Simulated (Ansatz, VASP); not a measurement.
SnSe3 in VASP and in Ansatz

```
CELL_PARAMETERS angstrom
6.14159 0.00000 0.00000
-3.07079 5.31877 0.00000
0.00000 0.00000 5.82615
ATOMIC_POSITIONS crystal
Sn 0.33333 0.66667 0.25000
Sn 0.66667 0.33333 0.75000
Se 0.82322 0.64643 0.25000
Se 0.17678 0.82322 0.75000
Se 0.35357 0.17678 0.25000
Se 0.17678 0.35357 0.75000
Se 0.82322 0.17678 0.25000
Se 0.64643 0.82322 0.75000
```

Alike in both runs: functional PBE; k mesh 6 × 6 × 8; occupations gaussian, width 0.1 eV; no spin polarisation.

Ansatz relaxed the structure, and its values are those at the end. VASP's run is a single point on that final structure, the one shown.

|  | VASP | Ansatz |
| --- | --- | --- |
| version | VASP 6.6.1 | Ansatz 0.2.0 |
| potentials or method | VASP PAW PBE potentials, release 64 (Sn_d, Se), cutoff 520 eV | scalar-relativistic, plane waves, PAW |
| valence electrons in the cell | 64 | 124 |

|  | VASP | Ansatz | Ansatz less VASP |
| --- | --- | --- | --- |
| gap on the k mesh at the Fermi level (eV) | none | none | - |
| pressure (GPa) | 0.0 | 0.0 | -0.01 |

A gap of «none» marks a metal or a gap that the smearing closes. VASP's potentials hold 64 valence electrons a cell and Ansatz's 124, so a difference there can come from the potentials and not from the codes.
